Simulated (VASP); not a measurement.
Crystal: Ta.

```
Ta
1.0
    -1.65128    1.65128    1.65128
     1.65128   -1.65128    1.65128
     1.65128    1.65128   -1.65128
Ta
1
Direct
  0.00000 0.00000 0.00000
```

| Item | Value |
| --- | --- |
| Program | VASP 6.6.1 |
| Task | relaxation of volume and atoms at fixed shape |
| Functional | LDA |
| Potentials or basis | VASP PAW LDA potentials, release 64 (Ta_pv) |
| Cutoff | 500 eV |
| k mesh | 9 × 9 × 9 |
| Occupations | gaussian, width 0.02 eV |
| Spin | no spin polarisation |

At the start: pressure -9.3 GPa; volume 18.01 Å³/atom.

Problem. How do energy, volume and symmetry change on relaxing?

Solution. Over 4 steps the energy falls by 25.5 meV/atom and the volume is 17.19 Å³/atom (-4.6 %); space group Im-3m (No. 229, to 0.1 Å) before and after.

The path:
```tsv
step	energy change (eV)	largest force (eV/Å)	pressure (GPa)	volume (Å³)
1	0.0000	0.0000	-9.33	18.01
2	0.1292	0.0000	30.29	15.41
3	-0.0254	0.0000	-0.63	17.23
4	-0.0255	0.0000	-0.06	17.19
```

Final structure:
```
CELL_PARAMETERS angstrom
-1.62568 1.62568 1.62568
1.62568 -1.62568 1.62568
1.62568 1.62568 -1.62568
ATOMIC_POSITIONS crystal
Ta 0.00000 0.00000 0.00000
```
